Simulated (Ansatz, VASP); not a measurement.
Two plane-wave programs on BN

```
CELL_PARAMETERS angstrom
0.00000 1.92791 1.92791
1.92791 0.00000 1.92791
1.92791 1.92791 0.00000
ATOMIC_POSITIONS crystal
B 0.00000 0.00000 0.00000
N 0.75000 0.75000 0.75000
```

Alike in both runs: task relaxation of cell and atoms; functional PBE; k mesh 8 × 8 × 8; occupations gaussian, width 0.1 eV; no spin polarisation.

|  | VASP | Ansatz |
| --- | --- | --- |
| version | VASP 6.6.1 | Ansatz 0.2.0 |
| potentials or method | VASP PAW PBE potentials, release 64 (B, N), cutoff 600 eV | scalar-relativistic, plane waves, PAW |
| valence electrons in the cell | 8 | 8 |

Ansatz gave:

```
gap on the k mesh at the Fermi level, each at its own relaxed structure (eV) : 4.46
relaxed volume (Å³/atom)                                                     : 5.95
relaxed cell length with the largest relative difference (Å)                 : 2.563
```

Q: Estimate VASP's values.

A: gap on the k mesh at the Fermi level, each at its own relaxed structure (eV): 4.45; relaxed volume (Å³/atom): 5.95; relaxed cell length with the largest relative difference (Å): 2.563.

Noted on VASP's run: the volume moved by over 15 % at a fixed basis, so the end points are rough.
